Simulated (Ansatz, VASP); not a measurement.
# V in VASP and in Ansatz

Contents of INCAR:

```
SYSTEM = V
PREC     = Accurate       ! precision mode
ENCUT    = 520            ! plane-wave cutoff, eV
EDIFF    = 1E-6           ! SCF threshold, eV
ISMEAR   = -1             ! smearing method
SIGMA    = 0.1            ! smearing width, eV
LREAL    = .FALSE.        ! projectors in reciprocal space
LASPH    = .TRUE.         ! aspherical terms in the spheres
NELM     = 60             ! most SCF steps
ALGO     = Normal         ! electronic algorithm
ISIF     = 2              ! what is computed and relaxed
LWAVE    = .FALSE.        ! write WAVECAR
LCHARG   = .TRUE.         ! write CHGCAR
GGA      = CA             ! functional
LELF     = .TRUE.         ! ELF
LVHAR    = .TRUE.       
NBANDS   = 20             ! bands
```

File KPOINTS:

```
Automatic mesh
0
G
  17 17 17
  0 0 0
```

The input POSCAR:

```
V
1.0
    0.0000000000      2.5844655569      2.5844655569
    2.5844655569      0.0000000000      2.5844655569
    2.5844655569      2.5844655569      0.0000000000
V
2
Direct
    0.1250000000      0.1250000000      0.1250000000
    0.8750000000      0.8750000000      0.8750000000
```

Input for Ansatz:

```yaml
crystal:
  lattice:
    - [0.0, 2.5844655569, 2.5844655569]
    - [2.5844655569, 0.0, 2.5844655569]
    - [2.5844655569, 2.5844655569, 0.0]
  atoms:
    - { symbol: V, position: [0.125, 0.125, 0.125] }
    - { symbol: V, position: [0.875, 0.875, 0.875] }
hamiltonian:
  xc: lda
  pseudopotentials:
    kind: paw
    azcp:
      V: "pseudopotentials/V.paw.azcp"
basis:
  ecutwfc: 420
  fft_grid_basis: typed
kpoints:
  mp_grid: { grid: [17, 17, 17], shift: [0, 0, 0] }
magnetization:
  spin_polarized: false
scf:
  occupations: { method: fermi_dirac, width: 0.1 }
output:
  stress: true
```

Alike in both runs: task single point; functional LDA; k mesh 17 × 17 × 17; occupations fermi-dirac, width 0.1 eV; no spin polarisation.

```csv
,VASP,Ansatz
version,VASP 6.6.1,Ansatz 0.2.0
potentials or method,"VASP PAW LDA potentials, release 64 (V_sv), cutoff 520 eV","plane waves (420 eV) with PAW, scalar-relativistic"
valence electrons in the cell,26,26
```

Ansatz gave:

* pressure (GPa): -3.0

Task: Which values does VASP return?

Result: Pressure (GPa): -2.2.

Ansatz warns that its potentials were made for another functional, while VASP's fit it. LDA's correlation is that of Perdew and Zunger in VASP and of Perdew and Wang (1992) in Ansatz.
